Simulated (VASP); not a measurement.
# ZrC (CsCl type) (Pm-3m) in VASP: notebook, part 2 of 2

VASP 6.6.1. The steps go on from the part before.

## (3) Single point, PBE (volume scaled by 0.5)

File INCAR:

```
SYSTEM = ZrC
  PREC = Accurate
  ENCUT = 520
  EDIFF = 1E-7
  ISMEAR = -1
  SIGMA = 0.1
  LREAL = .False.
  LASPH = .True.
  NELM = 60
  ALGO = Normal
  ISIF = 2
  LWAVE = .False.
  LCHARG = .True.
  GGA = PE
  LELF = .True.
  LVHAR = .True.
  NBANDS = 15
```

File KPOINTS:

```
Automatic mesh
0
Gamma
  14 14 14
  0 0 0
```

File POSCAR:

```
ZrC
1.0
    2.3195378593      0.0000000000      0.0000000000
    0.0000000000      2.3195378593      0.0000000000
    0.0000000000      0.0000000000      2.3195378593
Zr C
1 1
Direct
    0.0000000000      0.0000000000      0.0000000000
    0.5000000000      0.5000000000      0.5000000000
```

Potentials or basis: VASP PAW PBE potentials, release 64 (Zr_sv, C).

On the command line:

```bash
$ cat potpaw_PBE.64/Zr_sv/POTCAR potpaw_PBE.64/C/POTCAR > POTCAR
$ mpirun -np 1 vasp_std > vasp.out
```

OUTCAR:

```text
SYSTEM = ZrC
   PREC = Accurate
   ENCUT = 520
   EDIFF = 1E-7
   ISMEAR = -1
   LREAL = .False.
   LASPH = .True.
   NELM = 60
   ISIF = 2
   GGA = PE

 ion  position               nearest neighbor table
   1  0.000  0.000  0.000-   2 2.01   2 2.01   2 2.01   2 2.01   2 2.01   2 2.01   2 2.01   2 2.01

   2  0.500  0.500  0.500-   1 2.01   1 2.01   1 2.01   1 2.01   1 2.01   1 2.01   1 2.01   1 2.01

  LATTYP: Found a simple cubic cell.
 ALAT       =     2.3195378593

  Lattice vectors:

 A1 = (   2.3195378593,   0.0000000000,   0.0000000000)
 A2 = (   0.0000000000,   2.3195378593,   0.0000000000)
 A3 = (   0.0000000000,   0.0000000000,   2.3195378593)

Analysis of symmetry for initial positions (statically):
=====================================================================
 Subroutine PRICEL returns:
 Original cell was already a primitive cell.

 Routine SETGRP: Setting up the symmetry group for a
 simple cubic supercell.

 Subroutine GETGRP returns: Found 48 space group operations
 (whereof 48 operations were pure point group operations)
 out of a pool of 48 trial point group operations.

The static configuration has the point symmetry O_h .

[... 167 lines left out ...]
 k-point     1 :       0.0000    0.0000    0.0000
  band No.  band energies     occupation
      1     -28.0901      2.00000
      2      -2.4441      2.00000
      3      -2.4441      2.00000
      4      -2.4441      2.00000
      5       8.2113      2.00000
      6      16.2016      2.00000
      7      16.2016      2.00000
      8      24.5858      0.00000
      9      24.5858      0.00000
     10      24.5858      0.00000
     11      32.0083      0.00000
     12      32.0083      0.00000
     13      32.0083      0.00000
     14      45.8005      0.00000
[... 401 lines left out ...]
      2      -8.1272      2.00000
      3      -4.7112      2.00000
      4      -1.2409      2.00000
      5      11.3340      2.00000
      6      15.7662      2.00000
      7      20.2156      2.00000
      8      20.3912      2.00000
      9      21.6906      1.13641
     10      28.4948      0.00000
     11      29.7932      0.00000
     12      33.8558      0.00000
     13      34.1615      0.00000
     14      38.2214      0.00000
     15      42.1504      0.00000

 [... further k-points ...]
[... 5 lines left out ...]
  --------------------------------------------------------------------------------------
  -------------------------------------------------------------------------------------
  Total       40.0870352     40.0870352     40.0870352     -0.0000000     -0.0000000      0.0000000
  in kB     5146.4780341   5146.4780341   5146.4780341     -0.0000000     -0.0000000      0.0000000
  external PRESSURE =    5146.4780341 kB  Pullay stress =       0.0000000 kB

 VOLUME and BASIS-vectors are now :
 -----------------------------------------------------------------------------
  energy-cutoff  :      520.00
  volume of cell :       12.48
      direct lattice vectors                 reciprocal lattice vectors
     2.319537859  0.000000000  0.000000000     0.431120361  0.000000000  0.000000000
     0.000000000  2.319537859  0.000000000     0.000000000  0.431120361  0.000000000
     0.000000000  0.000000000  2.319537859     0.000000000  0.000000000  0.431120361

 POSITION                                       TOTAL-FORCE (eV/Angst)
 -----------------------------------------------------------------------------------
      0.00000      0.00000      0.00000         0.000000      0.000000      0.000000
      1.15977      1.15977      1.15977         0.000000      0.000000      0.000000
 -----------------------------------------------------------------------------------
    total drift:                               -0.000000     -0.000000      0.000000

  FREE ENERGIE OF THE ION-ELECTRON SYSTEM (eV)
  ---------------------------------------------------
  free  energy   TOTEN  =        -5.6436399403 eV

  energy  without entropy=       -5.6078764232  energy(sigma->0) =       -5.62575818
```

OSZICAR:

```text
N       E                     dE             d eps       ncg     rms          rms(c)
DAV:   1     0.118707878385E+03    0.11871E+03   -0.93526E+03  3631   0.118E+03
DAV:   2    -0.559252134237E+01   -0.12430E+03   -0.11618E+03  4489   0.320E+02
DAV:   3    -0.898172363133E+01   -0.33892E+01   -0.33586E+01  4767   0.472E+01
DAV:   4    -0.904184652192E+01   -0.60123E-01   -0.60106E-01  4660   0.615E+00
DAV:   5    -0.904388671421E+01   -0.20402E-02   -0.20402E-02  4643   0.796E-01    0.823E+01
DAV:   6    -0.545770384732E+01    0.35862E+01   -0.62541E+00  4183   0.281E+01    0.343E+01
DAV:   7    -0.558915193869E+01   -0.13145E+00   -0.45732E-01  4440   0.619E+00    0.213E+01
DAV:   8    -0.564644609197E+01   -0.57294E-01   -0.11838E-01  5840   0.239E+00    0.409E+00
DAV:   9    -0.564440060645E+01    0.20455E-02   -0.36164E-03  5083   0.418E-01    0.686E-01
DAV:  10    -0.564364287548E+01    0.75773E-03   -0.19106E-03  5035   0.377E-01    0.839E-02
DAV:  11    -0.564364500980E+01   -0.21343E-05   -0.45985E-05  4307   0.713E-02    0.180E-02
DAV:  12    -0.564363990107E+01    0.51087E-05   -0.55149E-06  5266   0.223E-02    0.293E-02
DAV:  13    -0.564363966733E+01    0.23374E-06   -0.54265E-07  5367   0.678E-03    0.689E-03
DAV:  14    -0.564363990343E+01   -0.23610E-06   -0.75356E-08  2569   0.304E-03    0.327E-04
DAV:  15    -0.564363994029E+01   -0.36860E-07   -0.22491E-08  2094   0.114E-03
   1 F= -.56436399E+01 E0= -.56257582E+01  d E =-.357635E-01
```

stdout:

```text
POSCAR found type information on POSCAR ZrC
 POSCAR found :  2 types and       2 ions
 scaLAPACK will be used
 LDA part: xc-table for (Slater+PW92), standard interpolation
 POSCAR, INCAR and KPOINTS ok, starting setup
 FFT: planning ... GRIDC
 FFT: planning ... GRID_SOFT
 FFT: planning ... GRID
 WAVECAR not read
 entering main loop
```

Wall time 14 s (1 thread of Intel Xeon 6975P-C (Granite Rapids), shared host); peak memory 0.13 GiB.

What came out:

| Item | Value |
| --- | --- |
| Free energy | -5.6436 eV |
| Pressure | 514.6 GPa |
| Band gap on the k mesh | zero (band 8 reaches 24.59 eV, above the bottom of band 9 at 18.70 eV) |

Levels at points of the mesh, in eV from the Fermi level:
| k point | band 6 | band 7 | band 8 | band 9 | band 10 | band 11 |
| --- | --- | --- | --- | --- | --- | --- |
| (0.00, 0.00, 0.00) | -5.52 | -5.52 | 2.87 | 2.87 | 2.87 | 10.29 |
| (0.50, 0.00, 0.00) | -6.87 | -3.26 | -3.26 | -3.01 | 9.39 | 11.78 |
| (0.50, 0.50, 0.00) | -1.25 | -1.25 | -0.27 | 1.96 | 3.74 | 3.74 |
| (0.50, 0.50, 0.50) | -11.55 | -11.55 | -7.78 | 17.06 | 17.06 | 17.85 |

## (4) Single point, PBE (volume scaled by 0.5)

File INCAR:

```
PREC     = Accurate       # precision mode
ENCUT    = 520            # plane-wave cutoff, eV
EDIFF    = 1E-7           # SCF threshold, eV
ISMEAR   = -1             # smearing method
SIGMA    = 0.1            # smearing width, eV
LREAL    = F              # projectors in reciprocal space
LASPH    = T              # aspherical terms in the spheres
NELM     = 60             # most SCF steps
ALGO     = Normal         # electronic algorithm
ISIF     = 2              # what is computed and relaxed
LWAVE    = F              # write WAVECAR
LCHARG   = T              # write CHGCAR
GGA      = PE             # functional
LELF     = T              # ELF
LVHAR    = T            
NBANDS   = 15             # bands
```

File KPOINTS:

```
regular mesh
0
Gamma
  14 14 14
```

POSCAR is that of step 3.

Potentials or basis: VASP PAW PBE potentials, release 64 (Zr_sv, C).

On the command line:

```bash
$ cat potpaw_PBE.64/Zr_sv/POTCAR potpaw_PBE.64/C/POTCAR > POTCAR
$ mpirun -np 1 vasp_std > vasp.out
```

OUTCAR:

```text
PREC = Accurate
   ENCUT = 520
   EDIFF = 1E-7
   ISMEAR = -1
   LREAL = F
   LASPH = T
   NELM = 60
   ISIF = 2
   GGA = PE

 ion  position               nearest neighbor table
   1  0.000  0.000  0.000-   2 2.01   2 2.01   2 2.01   2 2.01   2 2.01   2 2.01   2 2.01   2 2.01

   2  0.500  0.500  0.500-   1 2.01   1 2.01   1 2.01   1 2.01   1 2.01   1 2.01   1 2.01   1 2.01

  LATTYP: Found a simple cubic cell.
 ALAT       =     2.3195378593

  Lattice vectors:

 A1 = (   2.3195378593,   0.0000000000,   0.0000000000)
 A2 = (   0.0000000000,   2.3195378593,   0.0000000000)
 A3 = (   0.0000000000,   0.0000000000,   2.3195378593)

Analysis of symmetry for initial positions (statically):
=====================================================================
 Subroutine PRICEL returns:
 Original cell was already a primitive cell.

 Routine SETGRP: Setting up the symmetry group for a
 simple cubic supercell.

 Subroutine GETGRP returns: Found 48 space group operations
 (whereof 48 operations were pure point group operations)
 out of a pool of 48 trial point group operations.

The static configuration has the point symmetry O_h .

Analysis of symmetry for dynamics (positions and initial velocities):
=====================================================================
 Subroutine PRICEL returns:
 Original cell was already a primitive cell.

 Routine SETGRP: Setting up the symmetry group for a
 simple cubic supercell.

 Subroutine GETGRP returns: Found 48 space group operations
 (whereof 48 operations were pure point group operations)
 out of a pool of 48 trial point group operations.

The dynamic configuration has the point symmetry O_h .

 Subroutine INISYM returns: Found 48 space group operations
 (whereof 48 operations are pure point group operations),
 and found     1 'primitive' translations

[... 116 lines left out ...]
  Fermi-wavevector in a.u.,A,eV,Ry     =   1.778471  3.360822 43.034652  3.162958
  Thomas-Fermi vector in A             =   2.843657
   LORBIT       =      0    0 simple, 1 ext, 2 COOP (PROOUT), +10 PAW based schemes
   GGA     = PE    functional components
   LHFCALC =     F    Hartree Fock is set to
   AEXX    =    0.0000 exact exchange contribution
   IVDW    =     0    specifies the selected vdW correction
   LEPSILON=     F    determine dielectric tensor
   LRPA    =     F    only Hartree local field effects (RPA)
 non-spin polarized calculation
  energy-cutoff  :      520.00
  volume of cell :       12.48
 maximum number of plane-waves:       356
 NGX is ok and might be reduce to    18
   NGX =  9   NGY =  9   NGZ =  9

 number of electron      15.9999999 magnetization

 Free energy of the ion-electron system (eV)
  ---------------------------------------------------
  ext. energy  EPLUGINS =         0.00000000
  ---------------------------------------------------
  free energy    TOTEN  =        -5.64363994 eV

  energy without entropy =       -5.60787642  energy(sigma->0) =       -5.62575818

 E-fermi :  21.7181     XC(G=0): -16.3314

 val. band max:       21.7091160003   @ k =   0.3571   0.2857   0.2143
 cond. band min:      21.7204544913   @ k =   0.2143   0.0714   0.0000
 fundamental gap:      0.0113384911
 Fermi energy:        21.7180821524

 k-point     1 :       0.0000    0.0000    0.0000
  band No.  band energies     occupation
      1     -28.0901      2.00000
      2      -2.4441      2.00000
      3      -2.4441      2.00000
      4      -2.4441      2.00000
      5       8.2113      2.00000
      6      16.2016      2.00000
      7      16.2016      2.00000
      8      24.5858      0.00000
      9      24.5858      0.00000
     10      24.5858      0.00000
     11      32.0083      0.00000
     12      32.0083      0.00000
     13      32.0083      0.00000
     14      45.8005      0.00000
[... 401 lines left out ...]
      2      -8.1272      2.00000
      3      -4.7112      2.00000
      4      -1.2409      2.00000
      5      11.3340      2.00000
      6      15.7662      2.00000
      7      20.2156      2.00000
      8      20.3912      2.00000
      9      21.6906      1.13641
     10      28.4948      0.00000
     11      29.7932      0.00000
     12      33.8558      0.00000
     13      34.1615      0.00000
     14      38.2214      0.00000
     15      42.1504      0.00000

 [... further k-points ...]
[... 5 lines left out ...]
  --------------------------------------------------------------------------------------
  -------------------------------------------------------------------------------------
  Total       40.0870352     40.0870352     40.0870352     -0.0000000     -0.0000000      0.0000000
  in kB     5146.4780341   5146.4780341   5146.4780341     -0.0000000     -0.0000000      0.0000000
  external PRESSURE =    5146.4780341 kB  Pullay stress =       0.0000000 kB

 VOLUME and BASIS-vectors are now :
 -----------------------------------------------------------------------------
  energy-cutoff  :      520.00
  volume of cell :       12.48
      direct lattice vectors                 reciprocal lattice vectors
     2.319537859  0.000000000  0.000000000     0.431120361  0.000000000  0.000000000
     0.000000000  2.319537859  0.000000000     0.000000000  0.431120361  0.000000000
     0.000000000  0.000000000  2.319537859     0.000000000  0.000000000  0.431120361

 POSITION                                       TOTAL-FORCE (eV/Angst)
 -----------------------------------------------------------------------------------
      0.00000      0.00000      0.00000         0.000000      0.000000      0.000000
      1.15977      1.15977      1.15977         0.000000      0.000000      0.000000
 -----------------------------------------------------------------------------------
    total drift:                               -0.000000     -0.000000      0.000000

  FREE ENERGIE OF THE ION-ELECTRON SYSTEM (eV)
  ---------------------------------------------------
  free  energy   TOTEN  =        -5.6436399403 eV

  energy  without entropy=       -5.6078764232  energy(sigma->0) =       -5.62575818
```

stdout:

```text
POSCAR found type information on POSCAR ZrC
 POSCAR found :  2 types and       2 ions
 scaLAPACK will be used
 LDA part: xc-table for (Slater+PW92), standard interpolation
 POSCAR, INCAR and KPOINTS ok, starting setup
 FFT: planning ... GRIDC
 FFT: planning ... GRID_SOFT
 FFT: planning ... GRID
 WAVECAR not read
 entering main loop
```

Run time: 15 s. Hardware: 1 thread of Intel Xeon 6975P-C (Granite Rapids), shared host; peak memory 0.13 GiB.

What came out:

* Free energy: -5.6436 eV
* Pressure: 514.6 GPa
* Band gap on the k mesh: zero (band 8 reaches 24.59 eV, above the bottom of band 9 at 18.70 eV)

## (5) Single point, PBE (volume scaled by 0.6)

File INCAR:

```
SYSTEM = ZrC
PREC = Accurate ; ENCUT = 520
EDIFF = 1E-7 ; ISMEAR = -1
SIGMA = 0.1 ; LREAL = .False.
LASPH = .True. ; NELM = 80
ALGO = Normal ; ISIF = 2
LWAVE = .False. ; LCHARG = .False.
GGA = PE ; NBANDS = 15
```

File KPOINTS:

```
regular mesh
0
Gamma
  14 14 14
  0 0 0
```

File POSCAR:

```
ZrC
1.0
    2.4648767827      0.0000000000      0.0000000000
    0.0000000000      2.4648767827      0.0000000000
    0.0000000000      0.0000000000      2.4648767827
Zr C
1 1
Direct
    0.0000000000      0.0000000000      0.0000000000
    0.5000000000      0.5000000000      0.5000000000
```

On the command line:

```bash
$ cat potpaw_PBE.64/Zr_sv/POTCAR potpaw_PBE.64/C/POTCAR > POTCAR
$ mpirun -np 1 vasp_std > vasp.out
```

Wall time 15 s (1 thread of Intel Xeon 6975P-C (Granite Rapids), shared host); peak memory 0.14 GiB.

Results (log left out):

| Quantity | Value |
| --- | --- |
| Free energy | -11.5272 eV |
| Pressure | 268.2 GPa |
| Band gap on the k mesh | zero (band 8 reaches 20.35 eV, above the bottom of band 9 at 15.90 eV) |

Levels at points of the mesh, in eV from the Fermi level:
```tsv
k point	band 5	band 6	band 7	band 8	band 9	band 10	band 11	band 12
(0.00, 0.00, 0.00)	-13.50	-4.20	-4.20	2.21	2.21	2.21	8.78	8.78
(0.50, 0.00, 0.00)	-7.97	-7.23	-2.42	-2.42	-2.17	9.76	9.89	10.32
(0.50, 0.50, 0.00)	-13.35	-1.71	-1.71	-0.44	2.11	3.57	3.57	8.99
(0.50, 0.50, 0.50)	-9.42	-9.42	-9.42	-7.52	14.02	14.02	14.94	14.94
```
